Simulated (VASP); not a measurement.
# AlN (P6_3mc) in VASP: further runs

AlN is run at these levels: PBE; tasks: single point.

Everything below comes from runs of VASP 6.6.1. Logs are shortened: lines on timing, memory, paths and dates and some standing lists are left out, and cuts for length are marked.

**1. The cell of the first run**

Symmetry: P6_3mc, No. 186, hexagonal system. Conventional cell: a = 3.130 Å, b = 3.130 Å, c = 5.018 Å, α = 90.00°, β = 90.00°, γ = 120.00°. Al (site symmetry 3m) has 4 N at 1.90 to 1.91 Å within 2.5 Å. Within 2.5 Å of N (site symmetry 3m) lie 4 Al at 1.90 to 1.91 Å.

**2. Single point, PBE**

INCAR reads:

```
SYSTEM = AlN
ALGO = Normal
EDIFF = 1E-6
ENCUT = 520
GGA = PE
ISIF = 2
ISMEAR = 0
LASPH = .True.
LCHARG = .True.
LELF = .True.
LREAL = .False.
LVHAR = .True.
LWAVE = .False.
NBANDS = 16
NELM = 80
PREC = Accurate
SIGMA = 0.01
```

KPOINTS reads:

```
k-points
0
Gamma
  12 12 6
  0 0 0
```

POSCAR reads:

```
AlN
1.0
    3.1302084203      0.0000000000      0.0000000000
   -1.5651042101      2.7108400111      0.0000000000
    0.0000000000      0.0000000000      5.0180433216
Al N
2 2
Direct
    0.6666666667      0.3333333333      0.4992342258
    0.3333333333      0.6666666667      0.9992342258
    0.6666666667      0.3333333333      0.8807657742
    0.3333333333      0.6666666667      0.3807657742
```

Potentials or basis: VASP PAW PBE potentials, release 64 (Al, N).

The run is started by

```sh
cat potpaw_PBE.64/Al/POTCAR potpaw_PBE.64/N/POTCAR > POTCAR
mpirun -np 1 vasp_std > vasp.out
```

OUTCAR:

```text
SYSTEM = AlN
   EDIFF = 1E-6
   ENCUT = 520
   GGA = PE
   ISIF = 2
   ISMEAR = 0
   LASPH = .True.
   LREAL = .False.
   NELM = 80
   PREC = Accurate

 ion  position               nearest neighbor table
   1  0.667  0.333  0.499-   4 1.90   4 1.90   4 1.90   3 1.91   2 3.09   2 3.09   2 3.09   2 3.09
                             2 3.09   2 3.09
   2  0.333  0.667  0.999-   3 1.90   3 1.90   3 1.90   4 1.91   1 3.09   1 3.09   1 3.09   1 3.09
                             1 3.09   1 3.09
   3  0.667  0.333  0.881-   2 1.90   2 1.90   2 1.90   1 1.91
   4  0.333  0.667  0.381-   1 1.90   1 1.90   1 1.90   2 1.91

  LATTYP: Found a hexagonal cell.
 ALAT       =     3.1302084203
 C/A-ratio  =     1.6031019817

  Lattice vectors:

 A1 = (   3.1302084203,   0.0000000000,   0.0000000000)
 A2 = (  -1.5651042101,   2.7108400111,   0.0000000000)
 A3 = (   0.0000000000,   0.0000000000,   5.0180433216)

Analysis of symmetry for initial positions (statically):
=====================================================================
 Subroutine PRICEL returns:
 Original cell was already a primitive cell.

 Routine SETGRP: Setting up the symmetry group for a
 hexagonal supercell.

 Subroutine GETGRP returns: Found 12 space group operations
 (whereof  6 operations were pure point group operations)
 out of a pool of 24 trial point group operations.

The static configuration has the point symmetry C_3v.
 The point group associated with its full space group is C_6v.

Analysis of symmetry for dynamics (positions and initial velocities):
=====================================================================
 Subroutine PRICEL returns:
 Original cell was already a primitive cell.

 Routine SETGRP: Setting up the symmetry group for a
 hexagonal supercell.

 Subroutine GETGRP returns: Found 12 space group operations
 (whereof  6 operations were pure point group operations)
 out of a pool of 24 trial point group operations.

The dynamic configuration has the point symmetry C_3v.
 The point group associated with its full space group is C_6v.

 Subroutine INISYM returns: Found 12 space group operations
 (whereof  6 operations are pure point group operations),
 and found     1 'primitive' translations

----------------------------------------------------------------------------------------

                                     Primitive cell

  volume of cell :      42.5806

  direct lattice vectors                    reciprocal lattice vectors
     3.130208420  0.000000000  0.000000000     0.319467545  0.184444673  0.000000000
    -1.565104210  2.710840011  0.000000000     0.000000000  0.368889346  0.000000000
     0.000000000  0.000000000  5.018043322     0.000000000  0.000000000  0.199280862

  length of vectors
     3.130208420  3.130208420  5.018043322     0.368889346  0.368889346  0.199280862

  position of ions in fractional coordinates (direct lattice)
     0.666666667  0.333333333  0.499234226
     0.333333333  0.666666667  0.999234226
     0.666666667  0.333333333  0.880765774
     0.333333333  0.666666667  0.380765774

  ion indices of the primitive-cell ions
   primitive index   ion index
                 1           1
                 2           2
                 3           3
                 4           4

----------------------------------------------------------------------------------------

 KPOINTS: k-points

Automatic generation of k-mesh.
 Grid dimensions read from file:
 generate k-points for:   12   12    6

 Generating k-lattice:

  Cartesian coordinates                     Fractional coordinates (reciprocal lattice)
     0.026622295  0.015370389  0.000000000     0.083333333  0.000000000  0.000000000
     0.000000000  0.030740779  0.000000000     0.000000000  0.083333333  0.000000000
     0.000000000  0.000000000  0.033213477     0.000000000  0.000000000  0.166666667

  Length of vectors
     0.030740779  0.030740779  0.033213477

  Shift w.r.t. Gamma in fractional coordinates (k-lattice)
     0.000000000  0.000000000  0.000000000

 Subroutine IBZKPT returns following result:
 ===========================================

 Found     76 irreducible k-points:

 Following reciprocal coordinates:
            Coordinates               Weight
  0.000000  0.000000  0.000000      1.000000
  0.083333  0.000000  0.000000      6.000000
  0.166667  0.000000  0.000000      6.000000
  0.250000  0.000000  0.000000      6.000000
  0.333333  0.000000  0.000000      6.000000
  0.416667  0.000000  0.000000      6.000000
[... 16 lines left out ...]
  0.250000  0.000000  0.166667     12.000000
  0.333333  0.000000  0.166667     12.000000
 [... further k-points ...]
   k-points           NKPTS =     76   k-points in BZ     NKDIM =     76   number of bands    NBANDS=     16
   number of dos      NEDOS =    301   number of ions     NIONS =      4
   total plane-waves  NPLWV =  23040
   dimension x,y,z NGX =    24 NGY =   24 NGZ =   40
   dimension x,y,z NGXF=    48 NGYF=   48 NGZF=   80
   ions per type =               2   2
   NGX,Y,Z   is equivalent  to a cutoff of  12.75, 12.75, 13.25 a.u.
   NGXF,Y,Z  is equivalent  to a cutoff of  25.49, 25.49, 26.50 a.u.
 SYSTEM =  AlN
   PREC   = accura    normal or accurate (medium, high low for compatibility)
   ISTART =      0    job   : 0-new  1-cont  2-samecut
   ICHARG =      2    charge: 1-file 2-atom 10-const
   ISPIN  =      1    spin polarized calculation?
   LNONCOLLINEAR =      F non collinear calculations
   LSORBIT =      F    spin-orbit coupling
   LASPH  =      T    aspherical Exc in radial PAW
   ENCUT  =  520.0 eV  38.22 Ry    6.18 a.u.   5.82  5.82  9.33*2*pi/ulx,y,z
   NELM   =     80;   NELMIN=  2; NELMDL= -5     # of ELM steps
   EDIFF  = 0.1E-05   stopping-criterion for ELM
   LREAL  =      F    real-space projection
   EDIFFG = 0.1E-04   stopping-criterion for IOM
   NSW    =      0    number of steps for IOM
   IBRION =     -1    ionic relax: 0-MD 1-quasi-New 2-CG
   NFREE  =      0    steps in history (QN), initial steepest desc. (CG)
   ISIF   =      2    stress and relaxation
   ISYM   =      2    0-nonsym 1-usesym 2-fastsym
   POTIM  = 0.5000    time-step for ionic-motion
   TEBEG  =    0.0;   TEEND  =   0.0 temperature during run
   PSTRESS=    0.0 pullay stress
   NELECT =      16.0000    total number of electrons
   NUPDOWN=      -1.0000    fix difference up-down
   EMIN   =  10.00;   EMAX   =-10.00  energy-range for DOS
   EFERMI =   0.00;   METHOD = LEGACY
   ISMEAR =     0;   SIGMA  =   0.01  broadening in eV -4-tet -1-fermi 0-gaus
   EFERMI_NEDOS =   21; number of points for ismear=-14 and -15
   IALGO  =     38    algorithm
   IMIX   =      4    mixing-type and parameters
     AMIX     =   0.40;   BMIX     =  1.00
     AMIX_MAG =   1.60;   BMIX_MAG =  1.00
  volume/ion in A,a.u.               =      10.65        71.84
  Fermi-wavevector in a.u.,A,eV,Ry     =   1.181347  2.232423 18.988043  1.395582
  Thomas-Fermi vector in A             =   2.317623
   LORBIT       =      0    0 simple, 1 ext, 2 COOP (PROOUT), +10 PAW based schemes
   GGA     = PE    functional components
   LHFCALC =     F    Hartree Fock is set to
   AEXX    =    0.0000 exact exchange contribution
   IVDW    =     0    specifies the selected vdW correction
   LEPSILON=     F    determine dielectric tensor
   LRPA    =     F    only Hartree local field effects (RPA)
 non-spin polarized calculation
 Gauss-broadening in eV      SIGMA  =   0.01
  energy-cutoff  :      520.00
  volume of cell :       42.58
 maximum number of plane-waves:      1170
 NGX is ok and might be reduce to    24
   NGX = 11   NGY = 11   NGZ = 19

 number of electron      15.9999998 magnetization

 Free energy of the ion-electron system (eV)
  ---------------------------------------------------
  ext. energy  EPLUGINS =         0.00000000
  ---------------------------------------------------
  free energy    TOTEN  =       -29.78050481 eV

  energy without entropy =      -29.78050481  energy(sigma->0) =      -29.78050481

 E-fermi :   6.0366     XC(G=0): -10.8269

 val. band max:        5.9640657301   @ k =   0.0000   0.0000   0.0000
 cond. band min:      10.0075192554   @ k =   0.0000   0.0000   0.0000
 fundamental gap:      4.0434535253
 Fermi energy:         6.0366213807

 k-point     1 :       0.0000    0.0000    0.0000
  band No.  band energies     occupation
      1      -9.1032      2.00000
      2      -7.0206      2.00000
      3       0.0588      2.00000
      4       5.1190      2.00000
      5       5.1190      2.00000
      6       5.7616      2.00000
[... 8 lines left out ...]
     15      18.9297      0.00000
     16      18.9297      0.00000

 k-point     2 :       0.0833    0.0000    0.0000
  band No.  band energies     occupation
      1      -9.0166      2.00000
      2      -6.9715      2.00000
      3       0.1626      2.00000
      4       4.7105      2.00000
      5       5.0043      2.00000
      6       5.3463      2.00000
[... 8 lines left out ...]
     15      18.9476      0.00000
     16      19.0074      0.00000

 k-point     3 :       0.1667    0.0000    0.0000
  band No.  band energies     occupation
      1      -8.7643      2.00000
      2      -6.8374      2.00000
      3       0.4687      2.00000
      4       3.7156      2.00000
      5       4.4746      2.00000
      6       4.7341      2.00000
[... 8 lines left out ...]
     15      18.1898      0.00000
     16      18.6483      0.00000

 k-point     4 :       0.2500    0.0000    0.0000
  band No.  band energies     occupation
      1      -8.3718      2.00000
      2      -6.6600      2.00000
      3       0.9583      2.00000
      4       2.5579      2.00000
      5       3.5216      2.00000
      6       4.4233      2.00000
[... 8 lines left out ...]
     15      17.8727      0.00000
     16      19.1090      0.00000
[... 324 lines left out ...]
 k-point    22 :       0.1667    0.0000    0.1667
  band No.  band energies     occupation
      1      -8.6654      2.00000
      2      -7.0146      2.00000
      3       0.7606      2.00000
      4       3.7793      2.00000
      5       4.2469      2.00000
      6       4.7904      2.00000
[... 8 lines left out ...]
     15      18.2996      0.00000
     16      18.7482      0.00000

 k-point    23 :       0.2500    0.0000    0.1667
  band No.  band energies     occupation
      1      -8.2802      2.00000
      2      -6.8084      2.00000
      3       1.0982      2.00000
      4       2.7161      2.00000
      5       3.3502      2.00000
      6       4.4884      2.00000
[... 8 lines left out ...]
     15      18.1487      0.00000
     16      19.1649      0.00000

 k-point    24 :       0.3333    0.0000    0.1667
  band No.  band energies     occupation
      1      -7.8118      2.00000
      2      -6.6202      2.00000
      3       1.1236      2.00000
      4       2.0702      2.00000
      5       2.6719      2.00000
      6       4.2242      2.00000
[... 8 lines left out ...]
     15      18.1875      0.00000
     16      20.0824      0.00000

 [... further k-points ...]
[... 5 lines left out ...]
  --------------------------------------------------------------------------------------
  -------------------------------------------------------------------------------------
  Total       -0.0725357     -0.0725357     -0.0561175     -0.0000000     -0.0000000     -0.0000000
  in kB       -2.7292958     -2.7292958     -2.1115319     -0.0000000     -0.0000000     -0.0000000
  external PRESSURE =      -2.5233745 kB  Pullay stress =       0.0000000 kB

 VOLUME and BASIS-vectors are now :
 -----------------------------------------------------------------------------
  energy-cutoff  :      520.00
  volume of cell :       42.58
      direct lattice vectors                 reciprocal lattice vectors
     3.130208420  0.000000000  0.000000000     0.319467545  0.184444673  0.000000000
    -1.565104210  2.710840011  0.000000000     0.000000000  0.368889346  0.000000000
     0.000000000  0.000000000  5.018043322     0.000000000  0.000000000  0.199280862

 POSITION                                       TOTAL-FORCE (eV/Angst)
 -----------------------------------------------------------------------------------
      1.56510      0.90361      2.50518         0.000000      0.000000      0.000297
     -0.00000      1.80723      5.01420        -0.000000      0.000000      0.000297
      1.56510      0.90361      4.41972         0.000000     -0.000000     -0.000297
     -0.00000      1.80723      1.91070        -0.000000      0.000000     -0.000297
 -----------------------------------------------------------------------------------
    total drift:                               -0.000000     -0.000000      0.000505

  FREE ENERGIE OF THE ION-ELECTRON SYSTEM (eV)
  ---------------------------------------------------
  free  energy   TOTEN  =       -29.7805048132 eV

  energy  without entropy=      -29.7805048132  energy(sigma->0) =      -29.78050481
```

Wall time 19 s (1 thread of Intel Xeon Platinum 8488C (Sapphire Rapids), shared host); peak memory 0.18 GiB.

Results:

```yaml
Free_energy: -29.7805 eV
Pressure: -0.3 GPa
Band_gap_on_the_k_mesh: 4.04 eV, direct
```

**3. Single point, PBE**

INCAR reads:

```
SYSTEM = AlN
PREC     = Accurate       ! precision mode
ENCUT    = 520            ! plane-wave cutoff, eV
EDIFF    = 1E-7           ! SCF threshold, eV
ISMEAR   = 0              ! smearing method
SIGMA    = 0.1            ! smearing width, eV
LREAL    = .False.        ! projectors in reciprocal space
LASPH    = .True.         ! aspherical terms in the spheres
NELM     = 60             ! most SCF steps
ALGO     = Normal         ! electronic algorithm
ISIF     = 2              ! what is computed and relaxed
LWAVE    = .False.        ! write WAVECAR
LCHARG   = .True.         ! write CHGCAR
GGA      = PE             ! functional
LELF     = .True.         ! ELF
LVHAR    = .True.       
NBANDS   = 16             ! bands
```

KPOINTS reads:

```
Automatic mesh
0
Gamma
  6 6 4
  0 0 0
```

POSCAR reads:

```
AlN
1.0
    3.1285881360      0.0000000000      0.0000000000
   -1.5642940680      2.7094368037      0.0000000000
    0.0000000000      0.0000000000      5.0169550000
Al N
2 2
Direct
    0.6666666700      0.3333333300      0.4992870000
    0.3333333300      0.6666666700      0.9992870000
    0.6666666700      0.3333333300      0.8807130000
    0.3333333300      0.6666666700      0.3807130000
```

Potentials or basis: VASP PAW PBE potentials, release 64 (Al, N).

The run is started by

```sh
cat potpaw_PBE.64/Al/POTCAR potpaw_PBE.64/N/POTCAR > POTCAR
mpirun -np 1 vasp_std > vasp.out
```

OUTCAR:

```text
SYSTEM = AlN
   PREC = Accurate
   ENCUT = 520
   EDIFF = 1E-7
   ISMEAR = 0
   LREAL = .False.
   LASPH = .True.
   NELM = 60
   ISIF = 2
   GGA = PE

 ion  position               nearest neighbor table
   1  0.667  0.333  0.499-   4 1.90   4 1.90   4 1.90   3 1.91   2 3.09   2 3.09   2 3.09   2 3.09
                             2 3.09   2 3.09
   2  0.333  0.667  0.999-   3 1.90   3 1.90   3 1.90   4 1.91   1 3.09   1 3.09   1 3.09   1 3.09
                             1 3.09   1 3.09
   3  0.667  0.333  0.881-   2 1.90   2 1.90   2 1.90   1 1.91
   4  0.333  0.667  0.381-   1 1.90   1 1.90   1 1.90   2 1.91

  LATTYP: Found a hexagonal cell.
 ALAT       =     3.1285881360
 C/A-ratio  =     1.6035843588

  Lattice vectors:

 A1 = (   3.1285881360,   0.0000000000,   0.0000000000)
 A2 = (  -1.5642940680,   2.7094368037,   0.0000000000)
 A3 = (   0.0000000000,   0.0000000000,   5.0169550000)

Analysis of symmetry for initial positions (statically):
=====================================================================
 Subroutine PRICEL returns:
 Original cell was already a primitive cell.

[... 175 lines left out ...]
 cond. band min:      10.0304827904   @ k =   0.0000   0.0000   0.0000
 fundamental gap:      4.0561853464
 Fermi energy:         6.3768020762

 k-point     1 :       0.0000    0.0000    0.0000
  band No.  band energies     occupation
      1      -9.0980      2.00000
      2      -7.0125      2.00000
      3       0.0640      2.00000
      4       5.1332      2.00000
      5       5.1332      2.00000
      6       5.7753      2.00000
[... 376 lines left out ...]
      3       1.1961      2.00000
      4       1.1961      2.00000
      5       2.1859      2.00000
      6       2.1859      2.00000
[... 8 lines left out ...]
     15      19.6984      0.00000
     16      19.6984      0.00000

------------------------ aborting loop because EDIFF is reached ----------------------------------------

  FORCE on cell =-STRESS in cart. coord.  units (eV):
  Direction    XX          YY          ZZ          XY          YZ          ZX
  --------------------------------------------------------------------------------------
  -------------------------------------------------------------------------------------
  Total       -0.0023696     -0.0023696     -0.0113000      0.0000000      0.0000000     -0.0000000
  in kB       -0.0892727     -0.0892727     -0.4257188      0.0000000      0.0000000     -0.0000000
  external PRESSURE =      -0.2014214 kB  Pullay stress =       0.0000000 kB

 VOLUME and BASIS-vectors are now :
 -----------------------------------------------------------------------------
  energy-cutoff  :      520.00
  volume of cell :       42.53
      direct lattice vectors                 reciprocal lattice vectors
     3.128588136  0.000000000  0.000000000     0.319632996  0.184540196  0.000000000
    -1.564294068  2.709436804  0.000000000     0.000000000  0.369080393  0.000000000
     0.000000000  0.000000000  5.016955000     0.000000000  0.000000000  0.199324092

 POSITION                                       TOTAL-FORCE (eV/Angst)
 -----------------------------------------------------------------------------------
      1.56429      0.90315      2.50490        -0.000000      0.000000     -0.004350
     -0.00000      1.80629      5.01338         0.000000     -0.000000     -0.004350
      1.56429      0.90315      4.41850         0.000000     -0.000000      0.004350
     -0.00000      1.80629      1.91002         0.000000      0.000000      0.004350
 -----------------------------------------------------------------------------------
    total drift:                               -0.000009      0.000005      0.000549

  FREE ENERGIE OF THE ION-ELECTRON SYSTEM (eV)
  ---------------------------------------------------
  free  energy   TOTEN  =       -29.7791559290 eV

  energy  without entropy=      -29.7791559289  energy(sigma->0) =      -29.77915593
```

stdout:

```text
POSCAR found type information on POSCAR AlN
 POSCAR found :  2 types and       4 ions
 scaLAPACK will be used
 LDA part: xc-table for (Slater+PW92), standard interpolation
 POSCAR, INCAR and KPOINTS ok, starting setup
 FFT: planning ... GRIDC
 FFT: planning ... GRID_SOFT
 FFT: planning ... GRID
 WAVECAR not read
 entering main loop
```

It took 14 s on 1 thread of Intel Xeon Platinum 8488C (Sapphire Rapids), shared host; peak memory 0.15 GiB.

Results:

```yaml
Free_energy: -29.7792 eV
Pressure: 0.0 GPa
Largest_force: 0.004 eV/Å
Band_gap_on_the_k_mesh: 4.06 eV, direct
```

Forces in eV/Å, atoms in the order of the input:
```
Al   0.000  0.000 -0.004
Al   0.000  0.000 -0.004
N    0.000  0.000  0.004
N    0.000  0.000  0.004
```
